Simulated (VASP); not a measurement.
# Ti2C (Fd-3m) in VASP: notebook

Runs on Ti2C. Level: PBEsol. Tasks: relaxation of cell and atoms, single point.

Everything below comes from runs of VASP 6.6.1. Logs are shortened: lines on timing, memory, paths and dates and some standing lists are left out, and cuts for length are marked.

## (1) The cell of the first run

Symmetry: Fd-3m, No. 227, cubic system. The conventional cell has a = 8.180 Å, b = 8.180 Å, c = 8.180 Å, α = 90.00°, β = 90.00°, γ = 90.00°. Within 3.0 Å of Ti (site symmetry 3m) lie 3 C at 2.01 Å and 12 Ti at 2.81 to 2.98 Å. Within 2.7 Å of C (site symmetry -3m) lie 6 Ti at 2.01 Å.

## (2) Relaxation of cell and atoms, PBEsol, target pressure 25 GPa, at which the enthalpy is minimised

The input, INCAR:

```
SYSTEM = Ti2C
PREC = Accurate
ENCUT = 600
EDIFF = 1E-7
ISMEAR = 0
SIGMA = 0.1
LREAL = .False.
LASPH = .True.
NELM = 100
ALGO = Normal
ISIF = 3
LWAVE = .False.
LCHARG = .False.
GGA = PS
IBRION = 2
NSW = 70
EDIFFG = -0.008
PSTRESS = 250.0
```

The input, KPOINTS:

```
Automatic mesh
0
Gamma
  8 8 8
  0 0 0
```

The input, POSCAR:

```
Ti2C
1.0
    0.0000000000      4.0901548382      4.0901548382
    4.0901548382      0.0000000000      4.0901548382
    4.0901548382      4.0901548382      0.0000000000
Ti C
8 4
Direct
    0.8637192950      0.3787602350      0.3787602350
    0.3787602350      0.3787602350      0.3787602350
    0.3787602350      0.3787602350      0.8637192950
    0.8712397650      0.3862807050      0.8712397650
    0.8712397650      0.8712397650      0.8712397650
    0.3862807050      0.8712397650      0.8712397650
    0.8712397650      0.8712397650      0.3862807050
    0.3787602350      0.8637192950      0.3787602350
    0.6250000000      0.6250000000      0.6250000000
    0.1250000000      0.6250000000      0.6250000000
    0.6250000000      0.6250000000      0.1250000000
    0.6250000000      0.1250000000      0.6250000000
```

Potentials or basis: VASP PAW PBE potentials, release 64 (Ti_sv, C).

Run with:

```
$ cat potpaw_PBE.64/Ti_sv/POTCAR potpaw_PBE.64/C/POTCAR > POTCAR
$ mpirun -np 1 vasp_std > vasp.out
```

OUTCAR:

```text
SYSTEM = Ti2C
   PREC = Accurate
   ENCUT = 600
   EDIFF = 1E-7
   ISMEAR = 0
   LREAL = .False.
   LASPH = .True.
   NELM = 100
   ISIF = 3
   GGA = PS
   IBRION = 2
   NSW = 70
   EDIFFG = -0.008
   PSTRESS = 250.0

 ion  position               nearest neighbor table
   1  0.864  0.379  0.379-   9 2.01  11 2.01  12 2.01   2 2.81   3 2.81   8 2.81   4 2.89   7 2.89
                             5 2.89   5 2.89   4 2.89   7 2.89
   2  0.379  0.379  0.379-  10 2.01  11 2.01  12 2.01   1 2.81   3 2.81   8 2.81   4 2.89   6 2.89
                             6 2.89   4 2.89   7 2.89   7 2.89
   3  0.379  0.379  0.864-   9 2.01  10 2.01  12 2.01   1 2.81   2 2.81   8 2.81   4 2.89   6 2.89
                             5 2.89   5 2.89   4 2.89   6 2.89
   4  0.871  0.386  0.871-   9 2.01  10 2.01  11 2.01   5 2.81   6 2.81   7 2.81   1 2.89   3 2.89
                             2 2.89   2 2.89   1 2.89   3 2.89
   5  0.871  0.871  0.871-  10 2.01  11 2.01  12 2.01   4 2.81   6 2.81   7 2.81   1 2.89   8 2.89
                             8 2.89   1 2.89   3 2.89   3 2.89
   6  0.386  0.871  0.871-   9 2.01  11 2.01  12 2.01   4 2.81   5 2.81   7 2.81   8 2.89   3 2.89
                             2 2.89   2 2.89   3 2.89   8 2.89
   7  0.871  0.871  0.386-   9 2.01  10 2.01  12 2.01   4 2.81   5 2.81   6 2.81   8 2.89   1 2.89
                             2 2.89   2 2.89   1 2.89   8 2.89
   8  0.379  0.864  0.379-   9 2.01  10 2.01  11 2.01   1 2.81   2 2.81   3 2.81   7 2.89   6 2.89
                             5 2.89   5 2.89   6 2.89   7 2.89
   9  0.625  0.625  0.625-   1 2.01   3 2.01   4 2.01   6 2.01   7 2.01   8 2.01
  10  0.125  0.625  0.625-   2 2.01   5 2.01   4 2.01   3 2.01   7 2.01   8 2.01
  11  0.625  0.625  0.125-   2 2.01   5 2.01   4 2.01   1 2.01   6 2.01   8 2.01
  12  0.625  0.125  0.625-   2 2.01   5 2.01   3 2.01   1 2.01   6 2.01   7 2.01

  LATTYP: Found a face centered cubic cell.
 ALAT       =     8.1803096764

  Lattice vectors:

 A1 = (   0.0000000000,   4.0901548382,   4.0901548382)
 A2 = (   4.0901548382,   0.0000000000,   4.0901548382)
 A3 = (   4.0901548382,   4.0901548382,   0.0000000000)

Analysis of symmetry for initial positions (statically):
=====================================================================
 Subroutine PRICEL returns:
 Original cell was already a primitive cell.

 Routine SETGRP: Setting up the symmetry group for a
 face centered cubic supercell.

 Subroutine GETGRP returns: Found 48 space group operations
 (whereof 24 operations were pure point group operations)
 out of a pool of 48 trial point group operations.

The static configuration has the point symmetry T_d .
 The point group associated with its full space group is O_h .

Analysis of symmetry for dynamics (positions and initial velocities):
=====================================================================
 Subroutine PRICEL returns:
 Original cell was already a primitive cell.

 Routine SETGRP: Setting up the symmetry group for a
 face centered cubic supercell.

 Subroutine GETGRP returns: Found 48 space group operations
 (whereof 24 operations were pure point group operations)
 out of a pool of 48 trial point group operations.

The dynamic configuration has the point symmetry T_d .
 The point group associated with its full space group is O_h .

 Subroutine INISYM returns: Found 48 space group operations
 (whereof 24 operations are pure point group operations),
 and found     1 'primitive' translations

----------------------------------------------------------------------------------------

                                     Primitive cell

  volume of cell :     136.8514

  direct lattice vectors                    reciprocal lattice vectors
     0.000000000  4.090154838  4.090154838    -0.122244761  0.122244761  0.122244761
     4.090154838  0.000000000  4.090154838     0.122244761 -0.122244761  0.122244761
     4.090154838  4.090154838  0.000000000     0.122244761  0.122244761 -0.122244761

  length of vectors
     5.784352444  5.784352444  5.784352444     0.211734137  0.211734137  0.211734137

  position of ions in fractional coordinates (direct lattice)
     0.863719295  0.378760235  0.378760235
     0.378760235  0.378760235  0.378760235
     0.378760235  0.378760235  0.863719295
     0.871239765  0.386280705  0.871239765
     0.871239765  0.871239765  0.871239765
     0.386280705  0.871239765  0.871239765
     0.871239765  0.871239765  0.386280705
     0.378760235  0.863719295  0.378760235
     0.625000000  0.625000000  0.625000000
     0.125000000  0.625000000  0.625000000
     0.625000000  0.625000000  0.125000000
     0.625000000  0.125000000  0.625000000

  ion indices of the primitive-cell ions
   primitive index   ion index
                 1           1
                 2           2
                 3           3
                 4           4
                 5           5
                 6           6
                 7           7
                 8           8
                 9           9
                10          10
                11          11
                12          12

----------------------------------------------------------------------------------------

 KPOINTS: Automatic mesh

Automatic generation of k-mesh.
 Grid dimensions read from file:
 generate k-points for:    8    8    8

 Generating k-lattice:

  Cartesian coordinates                     Fractional coordinates (reciprocal lattice)
    -0.015280595  0.015280595  0.015280595     0.125000000  0.000000000  0.000000000
     0.015280595 -0.015280595  0.015280595     0.000000000  0.125000000  0.000000000
     0.015280595  0.015280595 -0.015280595     0.000000000  0.000000000  0.125000000

  Length of vectors
     0.026466767  0.026466767  0.026466767

  Shift w.r.t. Gamma in fractional coordinates (k-lattice)
     0.000000000  0.000000000  0.000000000

 Subroutine IBZKPT returns following result:
 ===========================================

 Found     29 irreducible k-points:

 Following reciprocal coordinates:
            Coordinates               Weight
  0.000000  0.000000  0.000000      1.000000
  0.125000  0.000000  0.000000      8.000000
  0.250000  0.000000  0.000000      8.000000
  0.375000  0.000000  0.000000      8.000000
  0.500000  0.000000  0.000000      4.000000
  0.125000  0.125000  0.000000      6.000000
[... 16 lines left out ...]
  0.500000  0.250000  0.125000     48.000000
 -0.375000  0.250000  0.125000     24.000000
 [... further k-points ...]
   k-points           NKPTS =     29   k-points in BZ     NKDIM =     29   number of bands    NBANDS=     67
   number of dos      NEDOS =    301   number of ions     NIONS =     12
   total plane-waves  NPLWV = 110592
   dimension x,y,z NGX =    48 NGY =   48 NGZ =   48
   dimension x,y,z NGXF=    96 NGYF=   96 NGZF=   96
   ions per type =               8   4
   NGX,Y,Z   is equivalent  to a cutoff of  13.80, 13.80, 13.80 a.u.
   NGXF,Y,Z  is equivalent  to a cutoff of  27.59, 27.59, 27.59 a.u.
 SYSTEM =  Ti2C
   PREC   = accura    normal or accurate (medium, high low for compatibility)
   ISTART =      0    job   : 0-new  1-cont  2-samecut
   ICHARG =      2    charge: 1-file 2-atom 10-const
   ISPIN  =      1    spin polarized calculation?
   LNONCOLLINEAR =      F non collinear calculations
   LSORBIT =      F    spin-orbit coupling
   LASPH  =      T    aspherical Exc in radial PAW
   ENCUT  =  600.0 eV  44.10 Ry    6.64 a.u.  11.55 11.55 11.55*2*pi/ulx,y,z
   NELM   =    100;   NELMIN=  2; NELMDL= -5     # of ELM steps
   EDIFF  = 0.1E-06   stopping-criterion for ELM
   LREAL  =      F    real-space projection
   EDIFFG = -.8E-02   stopping-criterion for IOM
   NSW    =     70    number of steps for IOM
   IBRION =      2    ionic relax: 0-MD 1-quasi-New 2-CG
   NFREE  =      1    steps in history (QN), initial steepest desc. (CG)
   ISIF   =      3    stress and relaxation
   ISYM   =      2    0-nonsym 1-usesym 2-fastsym
   POTIM  = 0.5000    time-step for ionic-motion
   TEBEG  =    0.0;   TEEND  =   0.0 temperature during run
   PSTRESS=  250.0 pullay stress
   NELECT =     112.0000    total number of electrons
   NUPDOWN=      -1.0000    fix difference up-down
   EMIN   =  10.00;   EMAX   =-10.00  energy-range for DOS
   EFERMI =   0.00;   METHOD = LEGACY
   ISMEAR =     0;   SIGMA  =   0.10  broadening in eV -4-tet -1-fermi 0-gaus
   EFERMI_NEDOS =   21; number of points for ismear=-14 and -15
   IALGO  =     38    algorithm
   IMIX   =      4    mixing-type and parameters
     AMIX     =   0.40;   BMIX     =  1.00
     AMIX_MAG =   1.60;   BMIX_MAG =  1.00
  volume/ion in A,a.u.               =      11.40        76.96
  Fermi-wavevector in a.u.,A,eV,Ry     =   1.531315  2.893765 31.904634  2.344924
  Thomas-Fermi vector in A             =   2.638676
   LORBIT       =      0    0 simple, 1 ext, 2 COOP (PROOUT), +10 PAW based schemes
   GGA     = PS    functional components
   LHFCALC =     F    Hartree Fock is set to
   AEXX    =    0.0000 exact exchange contribution
   IVDW    =     0    specifies the selected vdW correction
   LEPSILON=     F    determine dielectric tensor
   LRPA    =     F    only Hartree local field effects (RPA)
 conjugate gradient relaxation of ions
 non-spin polarized calculation
 Gauss-broadening in eV      SIGMA  =   0.10
  energy-cutoff  :      600.00
  volume of cell :      136.85
 maximum number of plane-waves:      4586
 NGX is ok and might be reduce to    48
   NGX = 23   NGY = 23   NGZ = 23

--------------------------------------- Ionic step        1  -------------------------------------------

 number of electron     111.9999998 magnetization

 Free energy of the ion-electron system (eV)
  ---------------------------------------------------
  ext. energy  EPLUGINS =         0.00000000
  ---------------------------------------------------
  free energy    TOTEN  =      -112.33450619 eV

  energy without entropy =     -112.31810754  energy(sigma->0) =     -112.32630686

------------------------ aborting loop because EDIFF is reached ----------------------------------------

  FORCE on cell =-STRESS in cart. coord.  units (eV):
  Direction    XX          YY          ZZ          XY          YZ          ZX
  --------------------------------------------------------------------------------------
  -------------------------------------------------------------------------------------
  Total       24.8493379     24.8493379     24.8493379     -0.0000000      0.0000000     -0.0000000
  in kB      290.9217298    290.9217298    290.9217298     -0.0000000      0.0000000     -0.0000000
  external PRESSURE =      40.9217298 kB  Pullay stress =     250.0000000 kB
[... 273 lines left out ...]
  enthalpy is  TOTEN    =       -91.0765910355 eV   P V=       21.4093601648

--------------------------------------- Ionic step        7  -------------------------------------------

 number of electron     112.0000004 magnetization

 Free energy of the ion-electron system (eV)
  ---------------------------------------------------
  ext. energy  EPLUGINS =         0.00000000
  ---------------------------------------------------
  free energy    TOTEN  =      -112.47331554 eV

  energy without entropy =     -112.43939816  energy(sigma->0) =     -112.45635685

 E-fermi :   9.7714     XC(G=0): -12.7122

 val. band max:        9.7701776300   @ k =   0.3750   0.2500   0.1250
 cond. band min:       9.7796560912   @ k =   0.5000   0.3750   0.0000
 fundamental gap:      0.0094784612
 Fermi energy:         9.7713752615

 k-point     1 :       0.0000    0.0000    0.0000
  band No.  band energies     occupation
      1     -46.3573      2.00000
      2     -46.2120      2.00000
      3     -46.2100      2.00000
      4     -46.2100      2.00000
      5     -46.2100      2.00000
      6     -46.1623      2.00000
[... 1669 lines left out ...]
     66      11.8471      0.00000
     67      12.3908      0.00000

 [... further k-points ...]

------------------------ aborting loop because EDIFF is reached ----------------------------------------

  FORCE on cell =-STRESS in cart. coord.  units (eV):
  Direction    XX          YY          ZZ          XY          YZ          ZX
  --------------------------------------------------------------------------------------
  -------------------------------------------------------------------------------------
  Total       21.3953289     21.3953289     21.3953289      0.0000000      0.0000000      0.0000000
  in kB      249.9852788    249.9852788    249.9852788      0.0000000      0.0000000      0.0000000
  external PRESSURE =      -0.0147212 kB  Pullay stress =     250.0000000 kB
[... 27 lines left out ...]
  FREE ENERGIE OF THE ION-ELECTRON SYSTEM (eV)
  ---------------------------------------------------
  free  energy   TOTEN  =      -112.4733155419 eV

  energy  without entropy=     -112.4393981600  energy(sigma->0) =     -112.45635685

  enthalpy is  TOTEN    =       -91.0767267278 eV   P V=       21.3965888141

 reached required accuracy - stopping structural energy minimisation
```

Run time: 22 min. Hardware: 1 thread of Intel Xeon 6975P-C (Granite Rapids), shared host; peak memory 0.49 GiB.

Results:

- Free energy: -112.4733 eV
- Relaxed volume: 11.43 Å³/atom
- Relaxed cell: a = 5.788 Å, b = 5.788 Å, c = 5.788 Å, α = 60.00°, β = 60.00°, γ = 60.00°
- Space group after relaxing (to 0.1 Å): Fd-3m (No. 227)
- Energy change on relaxing (the run minimises the enthalpy): -11.6 meV/atom
- Ionic steps: 7
- Pressure after relaxing: 25.0 GPa
- Band gap on the k mesh: zero (bands 56 and 57 overlap by 0.61 eV)

Step by step:
```csv
step,energy change (eV),largest force (eV/Å),pressure (GPa),volume (Å³)
1,0.0000,0.8326,29.09,136.85
2,-0.7678,0.6644,13.24,142.70
3,-0.3944,0.2093,22.95,138.91
4,-0.1347,0.0190,25.13,137.10
5,-0.1301,0.0162,25.17,137.07
6,-0.1514,0.0243,24.74,137.21
7,-0.1388,0.0002,25.00,137.12
```

Final structure:
```
CELL_PARAMETERS angstrom
0.00000 4.09287 4.09287
4.09287 0.00000 4.09287
4.09287 4.09287 0.00000
ATOMIC_POSITIONS crystal
Ti 0.86994 0.37669 0.37669
Ti 0.37669 0.37669 0.37669
Ti 0.37669 0.37669 0.86994
Ti 0.87331 0.38006 0.87331
Ti 0.87331 0.87331 0.87331
Ti 0.38006 0.87331 0.87331
Ti 0.87331 0.87331 0.38006
Ti 0.37669 0.86994 0.37669
C 0.62500 0.62500 0.62500
C 0.12500 0.62500 0.62500
C 0.62500 0.62500 0.12500
C 0.62500 0.12500 0.62500
```

Levels at points of the mesh, in eV from the Fermi level:
| k point | band 52 | band 53 | band 54 | band 55 | band 56 | band 57 | band 58 | band 59 | band 60 | band 61 |
| --- | --- | --- | --- | --- | --- | --- | --- | --- | --- | --- |
| (0.00, 0.00, 0.00) | -1.92 | -0.77 | -0.77 | -0.77 | 0.45 | 0.81 | 0.81 | 0.81 | 1.62 | 1.62 |
| (0.50, 0.00, 0.00) | -1.03 | -0.88 | -0.80 | -0.80 | -0.27 | 0.10 | 0.93 | 0.93 | 1.00 | 1.00 |
| (0.50, 0.50, 0.00) | -1.06 | -0.77 | -0.77 | -0.47 | -0.47 | 0.28 | 0.28 | 0.41 | 0.41 | 0.65 |

Caveat: the cell is relaxed towards a set pressure, so the run minimises the enthalpy, not the energy; the PAW data sets were made with another functional, which shifts forces and pressure a little.

## (3) Single point, PBEsol

This run uses another cell than the first one, of 13.02 Å³/atom.

The input, INCAR:

```
SYSTEM = Ti2C
PREC = Accurate
ENCUT = 520
EDIFF = 1E-6
ISMEAR = 0
SIGMA = 0.1
LREAL = .FALSE.
LASPH = .TRUE.
NELM = 80
ALGO = Normal
ISIF = 2
LWAVE = .FALSE.
LCHARG = .TRUE.
GGA = PS
LELF = .TRUE.
LVHAR = .TRUE.
NBANDS = 68
```

The input, KPOINTS:

```
Automatic mesh
0
G
  8 8 8
  0 0 0
```

The input, POSCAR:

```
Ti2C
1.0
    0.0000000000      4.2745698783      4.2745698783
    4.2745698783      0.0000000000      4.2745698783
    4.2745698783      4.2745698783      0.0000000000
Ti C
8 4
Direct
    0.8572739441      0.3809086853      0.3809086853
    0.3809086853      0.3809086853      0.3809086853
    0.3809086853      0.3809086853      0.8572739441
    0.8690913147      0.3927260559      0.8690913147
    0.8690913147      0.8690913147      0.8690913147
    0.3927260559      0.8690913147      0.8690913147
    0.8690913147      0.8690913147      0.3927260559
    0.3809086853      0.8572739441      0.3809086853
    0.6250000000      0.6250000000      0.6250000000
    0.1250000000      0.6250000000      0.6250000000
    0.6250000000      0.6250000000      0.1250000000
    0.6250000000      0.1250000000      0.6250000000
```

Potentials or basis: VASP PAW PBE potentials, release 64 (Ti_sv, C).

Run with:

```
$ cat potpaw_PBE.64/Ti_sv/POTCAR potpaw_PBE.64/C/POTCAR > POTCAR
$ mpirun -np 1 vasp_std > vasp.out
```

Run time: 16 min. Hardware: 1 thread of Intel Xeon 8259CL, shared host; peak memory 0.45 GiB.

It converged, with:

```yaml
Free_energy: -113.8339 eV
Pressure: 0.1 GPa
Largest_force: 0.023 eV/Å
Band_gap_on_the_k_mesh: zero (bands 56 and 57 overlap by 0.42 eV)
```

Forces on the atoms (eV/Å):
```
Ti  -0.013  0.013  0.013
Ti  -0.013 -0.013 -0.013
Ti   0.013  0.013 -0.013
Ti  -0.013  0.013 -0.013
Ti   0.013  0.013  0.013
Ti   0.013 -0.013 -0.013
Ti  -0.013 -0.013  0.013
Ti   0.013 -0.013  0.013
C    0.000  0.000  0.000
C    0.000  0.000  0.000
C    0.000  0.000  0.000
C    0.000  0.000  0.000
```

Levels at points of the mesh, in eV from the Fermi level:
| k point | band 53 | band 54 | band 55 | band 56 | band 57 | band 58 | band 59 | band 60 |
| --- | --- | --- | --- | --- | --- | --- | --- | --- |
| (0.00, 0.00, 0.00) | -0.68 | -0.68 | -0.68 | 0.31 | 0.73 | 0.73 | 0.73 | 1.20 |
| (0.50, 0.00, 0.00) | -0.82 | -0.73 | -0.73 | -0.27 | 0.34 | 0.79 | 0.79 | 0.80 |
| (0.50, 0.50, 0.00) | -0.64 | -0.64 | -0.50 | -0.50 | 0.36 | 0.36 | 0.47 | 0.47 |

Caveat: the PAW data sets were made with another functional, which shifts forces and pressure a little.

The gap in the log of VASP goes by the Fermi energy; the results here count the filled bands.